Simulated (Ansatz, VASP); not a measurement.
## SiC in VASP and in Ansatz

POSCAR

```
SiC
1.0
    0.0000000000      2.1780523476      2.1780523476
    2.1780523476      0.0000000000      2.1780523476
    2.1780523476      2.1780523476      0.0000000000
Si C
1 1
Direct
    0.0000000000      0.0000000000      0.0000000000
    0.2500000000      0.2500000000      0.2500000000
```

The input INCAR.step1:

```
PREC     = Accurate       # precision mode
ENCUT    = 520            # plane-wave cutoff, eV
EDIFF    = 1E-5           # SCF threshold, eV
ISMEAR   = 0              # smearing method
SIGMA    = 0.01           # smearing width, eV
LREAL    = F              # projectors in reciprocal space
LASPH    = T              # aspherical terms in the spheres
NELM     = 100            # most SCF steps
ALGO     = Normal         # electronic algorithm
ISIF     = 2              # what is computed and relaxed
LWAVE    = T              # write WAVECAR
LCHARG   = F              # write CHGCAR
NBANDS   = 11             # bands
GGA      = PE             # functional
```

File INCAR.step2:

```
PREC     = Accurate       # precision mode
ENCUT    = 520            # plane-wave cutoff, eV
EDIFF    = 1E-7           # SCF threshold, eV
ISMEAR   = 0              # smearing method
SIGMA    = 0.01           # smearing width, eV
LREAL    = F              # projectors in reciprocal space
LASPH    = T              # aspherical terms in the spheres
NELM     = 100            # most SCF steps
ALGO     = Normal         # electronic algorithm
ISIF     = 2              # what is computed and relaxed
LWAVE    = F              # write WAVECAR
LCHARG   = F              # write CHGCAR
GGA      = PE             # functional
LHFCALC  = T              # exact exchange
AEXX     = 0.35           # exact-exchange fraction
PRECFOCK = Normal       
NBANDS   = 11             # bands
ISTART   = 1
```

The input KPOINTS:

```
regular mesh
0
Gamma
  4 4 4
```

Input for Ansatz:

```yaml
crystal:
  lattice:
    - [0.0, 2.1780523476, 2.1780523476]
    - [2.1780523476, 0.0, 2.1780523476]
    - [2.1780523476, 2.1780523476, 0.0]
  atoms:
    - { symbol: Si, position: [0.0, 0.0, 0.0] }
    - { symbol: C, position: [0.25, 0.25, 0.25] }
kpoints:
  mp_grid: { grid: [4, 4, 4] }
hamiltonian:
  xc: { exchange: pbe, correlation: pbe, exx: { coeff: 0.35 } }
scf:
  occupations: { method: fixed }
  n_extra_bands: 4
output:
  forces: true
  stress: true
  eigenvalues: true
```

Alike in both runs: task single point; functional PBE-based global hybrid; k mesh 4 × 4 × 4; no spin polarisation.

|  | VASP | Ansatz |
| --- | --- | --- |
| version | VASP 6.6.1 | Ansatz 0.2.0 |
| potentials or method | VASP PAW PBE potentials, release 64 (Si, C) | plane waves |
| plane-wave cutoff (eV) | 520 | 420 |
| occupations | gaussian, width 0.01 eV | fixed |
| valence electrons in the cell | 8 | 8 |

```csv
,VASP,Ansatz,Ansatz less VASP
gap on the k mesh at the Fermi level (eV),3.74,3.65,-0.083
pressure (GPa),-3.4,-2.7,+0.69
```

VASP's potentials were made for PBE, not for PBE-based global hybrid. Ansatz's warnings: stress exchange threshold loose, stress scf threshold loose.

The k mesh is coarse, so the values compare programs but aren't converged.
